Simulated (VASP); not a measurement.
Cu3Au: single point with PBE+U

Cu3Au:

```
CELL_PARAMETERS angstrom
3.76485 0.00000 0.00000
0.00000 3.76485 0.00000
0.00000 0.00000 3.76485
ATOMIC_POSITIONS crystal
Au 0.00000 0.00000 0.00000
Cu 0.00000 0.50000 0.50000
Cu 0.50000 0.00000 0.50000
Cu 0.50000 0.50000 0.00000
```

```
Program             : VASP 6.6.1
Task                : single point
Functional          : PBE
Potentials or basis : VASP PAW PBE potentials, release 64 (Au, Cu)
Cutoff              : 600 eV
k mesh              : 5 × 5 × 5, shifted
Occupations         : fermi-dirac, width 0.1 eV
Spin                : non-collinear spin, typed start, spin-orbit coupling
Starting moments    : [[0.0, 0.0, 0.0], [0.0, 0.0, 1.0], [0.0, 0.0, 1.0], [0.0, 0.0, 1.0]] μB
Hubbard terms       : Cu d U = 4.76 eV
```

```json
{
 "Pressure": "0.1 GPa",
 "Net moment": "0.00 μB per cell",
 "Valence electrons inside the program's atomic spheres": "Au 9.74; Cu 10.06"
}
```

Moments on the atoms (μB; x, y, z):
```
Au  0.00 0.00 0.00
Cu  0.00 0.00 0.00
Cu  0.00 0.00 0.00
Cu  0.00 0.00 0.00
```

Run time: 110 s on 1 thread of Intel(R) Xeon(R) Platinum 8488C (Sapphire Rapids) (shared host), peak memory 0.34 GiB.

Caveat: the U is typed as a test and isn't derived for this compound. The state reached can hang on the start; a lower one may exist.
